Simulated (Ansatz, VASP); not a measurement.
# AlCu: VASP beside Ansatz

```xyz
2
Lattice="2.9315 0.0000 0.0000 0.0000 2.9315 0.0000 0.0000 0.0000 2.9315" Properties=species:S:1:pos:R:3 pbc="T T T"
Al    0.0000    0.0000    0.0000
Cu    1.4657    1.4657    1.4657
```

Change from the starting cell: mode 4 frozen in at +0.000 Å, equal normal strain along x, y and z -0.0083.

Alike in both runs: task single point; functional PBEsol; k mesh 16 × 16 × 16; occupations gaussian, width 0.15 eV; no spin polarisation.

```csv
,VASP,Ansatz
version,VASP 6.6.1,Ansatz 0.2.0
potentials or method,"VASP PAW PBE potentials, release 64 (Al, Cu), cutoff 520 eV","scalar-relativistic, plane waves, PAW"
valence electrons in the cell,14,22
```

VASP gave:

| Quantity | Value |
| --- | --- |
| gap on the k mesh at the Fermi level (eV) | none |
| pressure (GPa) | 4.3 |

Question: What did Ansatz give for the same quantities?

Answer: gap on the k mesh at the Fermi level (eV): none; pressure (GPa): 3.4.

VASP's potentials were made for PBE, not for PBEsol, and Ansatz warns of the same on its side. A gap of «none» marks a metal or a gap that the smearing closes. VASP's potentials hold 14 valence electrons a cell and Ansatz's 22, so a difference there can come from the potentials and not from the codes.
